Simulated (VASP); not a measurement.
# Ag: single point with PBE

Ag:

```
Ag
1.0
     0.00000    1.87965    2.20655
     1.87965    0.00000    2.20655
     1.87965    1.87965    0.00000
Ag
1
Direct
  0.00000 0.00000 0.00000
```

This cell differs from its parent crystal: strain -0.080 along x and y, +0.080 along z.

| Property | Result |
| --- | --- |
| Program | VASP 6.6.1 |
| Task | single point |
| Functional | PBE |
| Potentials or basis | VASP PAW PBE potentials, release 64 (Ag) |
| Cutoff | 520 eV |
| k mesh | 20 × 20 × 20 |
| Occupations | gaussian, width 0.15 eV |
| Spin | no spin polarisation |

```yaml
Pressure: 19.5 GPa
```

Stress tensor (GPa, compression positive):
```
24.26  0.00  0.00
 0.00 24.26  0.00
 0.00  0.00 10.02
```

Levels at points of the mesh, in eV from the Fermi level:
| k point | band 2 | band 3 | band 4 | band 5 | band 6 | band 7 | band 8 | band 9 | band 10 | band 11 |
| --- | --- | --- | --- | --- | --- | --- | --- | --- | --- | --- |
| (0.00, 0.00, 0.00) | -6.07 | -4.81 | -4.79 | -4.79 | -3.49 | 16.48 | 18.31 | 21.12 | 21.12 | 25.01 |
| (0.50, 0.00, 0.00) | -5.83 | -4.78 | -3.33 | -2.96 | -0.69 | 4.16 | 13.92 | 18.62 | 20.76 | 21.66 |
| (0.50, 0.50, 0.00) | -7.12 | -3.06 | -2.98 | -2.98 | -0.31 | 4.75 | 13.12 | 13.12 | 20.12 | 20.32 |
| (0.50, 0.00, 0.50) | -6.89 | -3.43 | -3.30 | -2.37 | 2.49 | 8.82 | 10.11 | 10.42 | 17.38 | 17.82 |

It took 38 s on 1 thread of Intel(R) Xeon(R) 6975P-C (Granite Rapids), on a shared host, peak memory 0.22 GiB.

Caveat: the cell differs from its parent crystal (strain -0.080 along x and y, +0.080 along z).
